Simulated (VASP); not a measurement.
# Li (Im-3m) in VASP: further runs

The runs below take Li through single point, with HSE06.

All numbers are computed with VASP 6.6.1; they aren't measurements. Logs are shortened: lines on timing, memory, paths and dates and some standing lists are left out, and cuts for length are marked.

## (1) The cell of the first run

Symmetry: Im-3m, No. 229, cubic system. Conventional cell: a = 3.417 Å, b = 3.417 Å, c = 3.417 Å, α = 90.00°, β = 90.00°, γ = 90.00°. Li (site symmetry m-3m) has 14 Li at 2.96 to 3.42 Å within 3.9 Å.

## (2) Single point, HSE06

Input file POSCAR:

```
Li
1.0
   -1.7084560280      1.7084560280      1.7084560280
    1.7084560280     -1.7084560280      1.7084560280
    1.7084560280      1.7084560280     -1.7084560280
Li
1
Direct
    0.0000000000      0.0000000000      0.0000000000
```

Input file INCAR.step1:

```
PREC = Accurate
ENCUT = 520
EDIFF = 1E-5
ISMEAR = -1
SIGMA = 0.1
LREAL = F
LASPH = T
NELM = 60
ALGO = Normal
ISIF = 2
LWAVE = T
LCHARG = F
NBANDS = 8
GGA = PE
```

Input file INCAR.step2:

```
PREC = Accurate
ENCUT = 520
EDIFF = 1E-6
ISMEAR = -1
SIGMA = 0.1
LREAL = F
LASPH = T
NELM = 60
ALGO = Normal
ISIF = 2
LWAVE = F
LCHARG = F
GGA = PE
LHFCALC = T
HFSCREEN = 0.2079
PRECFOCK = Normal
NBANDS = 8
ISTART = 1
```

Input file KPOINTS:

```
regular mesh
0
Gamma
  6 6 6
```

Potentials or basis: VASP PAW PBE potentials, release 64 (Li_sv).

Started as:

```bash
cat potpaw_PBE.64/Li_sv/POTCAR > POTCAR
cp INCAR.step1 INCAR
mpirun -np 1 vasp_std > vasp.out
cp INCAR.step2 INCAR
mpirun -np 1 vasp_std > vasp.out
```

OUTCAR:

```text
PREC = Accurate
   ENCUT = 520
   EDIFF = 1E-6
   ISMEAR = -1
   LREAL = F
   LASPH = T
   NELM = 60
   ISIF = 2
   GGA = PE
   LHFCALC = T
   HFSCREEN = 0.2079
   PRECFOCK = Normal
   ISTART = 1

 ion  position               nearest neighbor table
   1  0.000  0.000  0.000-

  LATTYP: Found a body centered cubic cell.
 ALAT       =     3.4169120560

  Lattice vectors:

 A1 = (  -1.7084560280,   1.7084560280,   1.7084560280)
 A2 = (   1.7084560280,  -1.7084560280,   1.7084560280)
 A3 = (   1.7084560280,   1.7084560280,  -1.7084560280)

Analysis of symmetry for initial positions (statically):
=====================================================================
 Subroutine PRICEL returns:
 Original cell was already a primitive cell.

 Routine SETGRP: Setting up the symmetry group for a
 body centered cubic supercell.

 Subroutine GETGRP returns: Found 48 space group operations
 (whereof 48 operations were pure point group operations)
 out of a pool of 48 trial point group operations.

The static configuration has the point symmetry O_h .

Analysis of symmetry for dynamics (positions and initial velocities):
=====================================================================
 Subroutine PRICEL returns:
 Original cell was already a primitive cell.

 Routine SETGRP: Setting up the symmetry group for a
 body centered cubic supercell.

 Subroutine GETGRP returns: Found 48 space group operations
 (whereof 48 operations were pure point group operations)
 out of a pool of 48 trial point group operations.

The dynamic configuration has the point symmetry O_h .

 Subroutine INISYM returns: Found 48 space group operations
 (whereof 48 operations are pure point group operations),
 and found     1 'primitive' translations

----------------------------------------------------------------------------------------

                                     Primitive cell

  volume of cell :      19.9467

  direct lattice vectors                    reciprocal lattice vectors
    -1.708456028  1.708456028  1.708456028     0.000000000  0.292661907  0.292661907
     1.708456028 -1.708456028  1.708456028     0.292661907  0.000000000  0.292661907
     1.708456028  1.708456028 -1.708456028     0.292661907  0.292661907  0.000000000

  length of vectors
     2.959132643  2.959132643  2.959132643     0.413886439  0.413886439  0.413886439

  position of ions in fractional coordinates (direct lattice)
     0.000000000  0.000000000  0.000000000

  ion indices of the primitive-cell ions
   primitive index   ion index
                 1           1

----------------------------------------------------------------------------------------

 KPOINTS: regular mesh

Automatic generation of k-mesh.
 Grid dimensions read from file:
 generate k-points for:    6    6    6

 Generating k-lattice:

  Cartesian coordinates                     Fractional coordinates (reciprocal lattice)
     0.000000000  0.048776985  0.048776985     0.166666667  0.000000000  0.000000000
     0.048776985  0.000000000  0.048776985     0.000000000  0.166666667  0.000000000
     0.048776985  0.048776985  0.000000000     0.000000000  0.000000000  0.166666667

  Length of vectors
     0.068981073  0.068981073  0.068981073

  Shift w.r.t. Gamma in fractional coordinates (k-lattice)
     0.000000000  0.000000000  0.000000000

 Subroutine IBZKPT returns following result:
 ===========================================

 Found     16 irreducible k-points:

 Following reciprocal coordinates:
            Coordinates               Weight
  0.000000  0.000000  0.000000      1.000000
  0.166667  0.000000  0.000000     12.000000
  0.333333  0.000000  0.000000     12.000000
  0.500000  0.000000  0.000000      6.000000
  0.166667  0.166667  0.000000     24.000000
  0.333333  0.166667  0.000000     48.000000
[... 8 lines left out ...]
  0.500000  0.500000  0.333333     12.000000
  0.500000  0.500000  0.500000      1.000000
   k-points           NKPTS =     16   k-points in BZ     NKDIM =    216   number of bands    NBANDS=      8
   number of dos      NEDOS =    301   number of ions     NIONS =      1
   total plane-waves  NPLWV =  13824
   dimension x,y,z NGX =    24 NGY =   24 NGZ =   24
   dimension x,y,z NGXF=    48 NGYF=   48 NGZF=   48
   ions per type =               1
   NGX,Y,Z   is equivalent  to a cutoff of  13.48, 13.48, 13.48 a.u.
   NGXF,Y,Z  is equivalent  to a cutoff of  26.97, 26.97, 26.97 a.u.
 SYSTEM =  unknown system
   PREC   = accura    normal or accurate (medium, high low for compatibility)
   ISTART =      1    job   : 0-new  1-cont  2-samecut
   ICHARG =      0    charge: 1-file 2-atom 10-const
   ISPIN  =      1    spin polarized calculation?
   LNONCOLLINEAR =      F non collinear calculations
   LSORBIT =      F    spin-orbit coupling
   LASPH  =      T    aspherical Exc in radial PAW
   ENCUT  =  520.0 eV  38.22 Ry    6.18 a.u.   5.50  5.50  5.50*2*pi/ulx,y,z
   NELM   =     60;   NELMIN=  2; NELMDL=  0     # of ELM steps
   EDIFF  = 0.1E-05   stopping-criterion for ELM
   LREAL  =      F    real-space projection
   EDIFFG = 0.1E-04   stopping-criterion for IOM
   NSW    =      0    number of steps for IOM
   IBRION =     -1    ionic relax: 0-MD 1-quasi-New 2-CG
   NFREE  =      0    steps in history (QN), initial steepest desc. (CG)
   ISIF   =      2    stress and relaxation
   ISYM   =      3    0-nonsym 1-usesym 2-fastsym
   POTIM  = 0.5000    time-step for ionic-motion
   TEBEG  =    0.0;   TEEND  =   0.0 temperature during run
   PSTRESS=    0.0 pullay stress
   NELECT =       3.0000    total number of electrons
   NUPDOWN=      -1.0000    fix difference up-down
   EMIN   =  10.00;   EMAX   =-10.00  energy-range for DOS
   EFERMI =   0.00;   METHOD = LEGACY
   ISMEAR =    -1;   SIGMA  =   0.10  broadening in eV -4-tet -1-fermi 0-gaus
   EFERMI_NEDOS =   21; number of points for ismear=-14 and -15
   IALGO  =     38    algorithm
   IMIX   =      1    mixing-type and parameters
     AMIX     =   0.40;   BMIX     =  1.00
     AMIX_MAG =   1.60;   BMIX_MAG =  1.00
  volume/ion in A,a.u.               =      19.95       134.61
  Fermi-wavevector in a.u.,A,eV,Ry     =   0.870612  1.645219 10.312750  0.757966
  Thomas-Fermi vector in A             =   1.989602
   LORBIT       =      0    0 simple, 1 ext, 2 COOP (PROOUT), +10 PAW based schemes
   GGA     = PE    functional components
   LHFCALC =     T    Hartree Fock is set to
   PRECFOCK=normal    Normal, Fast or Accurate (Low or Medium for compatibility)
   ENCUT4O =  -1.0   cutoff for four orbital integrals eV
   NKREDX  =     1    reduce k-point grid by
   NKREDY  =     1    reduce k-point grid by
   NKREDZ  =     1    reduce k-point grid by
   AEXX    =    0.2500 exact exchange contribution
   HFSCREEN=    0.2079 screening length (either q_TF or 0.3 A-1)
   HFSCREENC=   0.2079 screening length for correlation (either q_TF or 0.3 A-1)
   ENCUTFOCK=  -1.0 apply spherical cutoff to Coloumb kernel
   IVDW    =     0    specifies the selected vdW correction
   LEPSILON=     F    determine dielectric tensor
   LRPA    =     F    only Hartree local field effects (RPA)
 non-spin polarized calculation
  energy-cutoff  :      520.00
  volume of cell :       19.95
 maximum number of plane-waves:       555
 NGX is ok and might be reduce to    24
  NGX = 18; NGY = 18; NGZ = 18

 number of electron       3.0000004 magnetization

 Free energy of the ion-electron system (eV)
  ---------------------------------------------------
  ext. energy  EPLUGINS =         0.00000000
  ---------------------------------------------------
  free energy    TOTEN  =        -1.94982265 eV

  energy without entropy =       -1.91822459  energy(sigma->0) =       -1.93402362

 E-fermi :   0.7177     XC(G=0):  -5.9798

 val. band max:        0.2067953126   @ k =   0.1667   0.1667   0.1667
 cond. band min:       0.7444045306   @ k =   0.3333   0.1667   0.0000
 fundamental gap:      0.5376092181
 Fermi energy:         0.7177419565

 k-point     1 :       0.0000    0.0000    0.0000
  band No.  band energies     occupation
      1     -49.4964      2.00000
      2      -3.6980      2.00000
      3      16.3155      0.00000
      4      16.3155      0.00000
      5      16.3156      0.00000
      6      21.0137      0.00000
      7      21.0137      0.00000
      8      21.0138      0.00000

 k-point     2 :       0.1667    0.0000    0.0000
  band No.  band energies     occupation
      1     -49.4907      2.00000
      2      -3.0405      2.00000
      3      12.8980      0.00000
      4      14.4799      0.00000
      5      15.4253      0.00000
      6      18.0064      0.00000
      7      18.5259      0.00000
      8      20.8506      0.00000

 k-point     3 :       0.3333    0.0000    0.0000
  band No.  band energies     occupation
      1     -49.4797      2.00000
      2      -1.0887      2.00000
      3       7.5499      0.00000
      4      12.5887      0.00000
      5      13.9809      0.00000
      6      15.8563      0.00000
      7      18.4999      0.00000
      8      22.3243      0.00000

 k-point     4 :       0.5000    0.0000    0.0000
  band No.  band energies     occupation
      1     -49.4743      2.00000
      2       1.0408      0.07603
      3       4.2902      0.00000
      4      11.9236      0.00000
      5      13.4024      0.00000
      6      15.1351      0.00000
      7      18.8265      0.00000
      8      24.3665      0.00000

 k-point     5 :       0.1667    0.1667    0.0000
  band No.  band energies     occupation
      1     -49.4824      2.00000
      2      -1.7206      2.00000
      3       9.8852      0.00000
      4      11.1071      0.00000
      5      13.5050      0.00000
      6      18.4127      0.00000
      7      18.9940      0.00000
      8      21.8274      0.00000
[... 89 lines left out ...]
 k-point    14 :      -0.3333    0.3333    0.3333
  band No.  band energies     occupation
      1     -49.4682      2.00000
      2       1.6140      0.00026
      3       8.2746      0.00000
      4       8.2746      0.00000
      5      10.5410      0.00000
      6      13.9824      0.00000
      7      17.7856      0.00000
      8      24.9482      0.00000

 k-point    15 :       0.5000    0.5000    0.3333
  band No.  band energies     occupation
      1     -49.4645      2.00000
      2       4.1014      0.00000
      3       5.6132      0.00000
      4       7.5721      0.00000
      5      11.1830      0.00000
      6      13.1833      0.00000
      7      15.4943      0.00000
      8      25.0057      0.00000

 k-point    16 :       0.5000    0.5000    0.5000
  band No.  band energies     occupation
      1     -49.4610      2.00000
      2       6.8664      0.00000
      3       6.8664      0.00000
      4       6.8664      0.00000
      5       9.0671      0.00000
      6       9.0671      0.00000
      7      15.3144      0.00000
      8      30.6053      0.00000

------------------------ aborting loop because EDIFF is reached ----------------------------------------

  FORCE on cell =-STRESS in cart. coord.  units (eV):
  Direction    XX          YY          ZZ          XY          YZ          ZX
  --------------------------------------------------------------------------------------
  -------------------------------------------------------------------------------------
  Total        0.0799543      0.0799543      0.0799543      0.0000000      0.0000000     -0.0000000
  in kB        6.4221608      6.4221608      6.4221608      0.0000000      0.0000000     -0.0000000
  external PRESSURE =       6.4221608 kB  Pullay stress =       0.0000000 kB

 VOLUME and BASIS-vectors are now :
 -----------------------------------------------------------------------------
  energy-cutoff  :      520.00
  volume of cell :       19.95
      direct lattice vectors                 reciprocal lattice vectors
    -1.708456028  1.708456028  1.708456028     0.000000000  0.292661907  0.292661907
     1.708456028 -1.708456028  1.708456028     0.292661907  0.000000000  0.292661907
     1.708456028  1.708456028 -1.708456028     0.292661907  0.292661907  0.000000000

 POSITION                                       TOTAL-FORCE (eV/Angst)
 -----------------------------------------------------------------------------------
      0.00000      0.00000      0.00000         0.000000     -0.000000      0.000000
 -----------------------------------------------------------------------------------
    total drift:                                0.000000     -0.000000     -0.000000

  FREE ENERGIE OF THE ION-ELECTRON SYSTEM (eV)
  ---------------------------------------------------
  free  energy   TOTEN  =        -1.9498226512 eV

  energy  without entropy=       -1.9182245926  energy(sigma->0) =       -1.93402362
```

Wall time 36 s (1 thread of Intel Xeon 6975P-C (Granite Rapids), shared host); peak memory 0.22 GiB.

Results:

| Quantity | Value |
| --- | --- |
| Free energy | -1.9498 eV |
| Band gap on the k mesh | zero (an odd number of electrons rules out a gap without spin polarisation) |

Levels at points of the mesh, in eV from the Fermi level:
```
           k point  band 1  band 2  band 3  band 4  band 5
(0.00, 0.00, 0.00)  -50.21   -4.42   15.60   15.60   15.60
(0.50, 0.00, 0.00)  -50.19    0.32    3.57   11.21   12.68
(0.50, 0.50, 0.50)  -50.18    6.15    6.15    6.15    8.35
```

Caveat: the k points lie up to 0.43 Å⁻¹ apart, too coarse for converged energies and pressures of a metal; the cutoff is under 1.25 times the usual one of these potentials, so pressure, stress and relaxed cells hold a basis-set (Pulay) error; the PAW data sets were made with another functional, which shifts forces and pressure a little.

## (3) Single point, HSE06

This run uses another cell than the first one, of 20.56 Å³/atom.

Input file POSCAR:

```
Li
1.0
   -1.7257143277      1.7257143277      1.7257143277
    1.7257143277     -1.7257143277      1.7257143277
    1.7257143277      1.7257143277     -1.7257143277
Li
1
Direct
    0.0000000000      0.0000000000      0.0000000000
```

Input file INCAR.step1:

```
PREC     = Accurate       # precision mode
ENCUT    = 520            # plane-wave cutoff, eV
EDIFF    = 1E-5           # SCF threshold, eV
ISMEAR   = -1             # smearing method
SIGMA    = 0.1            # smearing width, eV
LREAL    = False          # projectors in reciprocal space
LASPH    = True           # aspherical terms in the spheres
NELM     = 60             # most SCF steps
ALGO     = Normal         # electronic algorithm
ISIF     = 2              # what is computed and relaxed
LWAVE    = True           # write WAVECAR
NBANDS   = 8              # bands
GGA      = PE             # functional
```

Input file INCAR.step2:

```
PREC     = Accurate       # precision mode
ENCUT    = 520            # plane-wave cutoff, eV
EDIFF    = 1E-6           # SCF threshold, eV
ISMEAR   = -1             # smearing method
SIGMA    = 0.1            # smearing width, eV
LREAL    = False          # projectors in reciprocal space
LASPH    = True           # aspherical terms in the spheres
NELM     = 60             # most SCF steps
ALGO     = Normal         # electronic algorithm
ISIF     = 2              # what is computed and relaxed
LWAVE    = False          # write WAVECAR
LCHARG   = True           # write CHGCAR
GGA      = PE             # functional
LHFCALC  = True           # exact exchange
HFSCREEN = 0.2079         # screening, 1/A
PRECFOCK = Normal       
LELF     = True           # ELF
LVHAR    = True         
NBANDS   = 8              # bands
ISTART   = 1
```

Input file KPOINTS:

```
Automatic mesh
0
Gamma
  6 6 6
```

Potentials or basis: VASP PAW PBE potentials, release 64 (Li_sv).

Started as:

```bash
cat potpaw_PBE.64/Li_sv/POTCAR > POTCAR
cp INCAR.step1 INCAR
mpirun -np 1 vasp_std > vasp.out
cp INCAR.step2 INCAR
mpirun -np 1 vasp_std > vasp.out
```

Run time: 37 s. Hardware: 1 thread of Intel Xeon 6975P-C (Granite Rapids), shared host; peak memory 0.23 GiB.

Results (log left out):

- Free energy: -1.9518 eV
- Band gap on the k mesh: zero (an odd number of electrons rules out a gap without spin polarisation)

Levels at points of the mesh, in eV from the Fermi level:
```csv
k point,band 1,band 2,band 3,band 4
"(0.00, 0.00, 0.00)",-50.26,-4.36,15.28,15.28
"(0.50, 0.00, 0.00)",-50.24,0.33,3.47,10.98
"(0.50, 0.50, 0.50)",-50.23,6.03,6.03,6.03
```

Caveat: the k points lie up to 0.43 Å⁻¹ apart, too coarse for converged energies and pressures of a metal; the cutoff is under 1.25 times the usual one of these potentials, so pressure, stress and relaxed cells hold a basis-set (Pulay) error; the PAW data sets were made with another functional, which shifts forces and pressure a little.

(Part 1 of 2 ends here.)
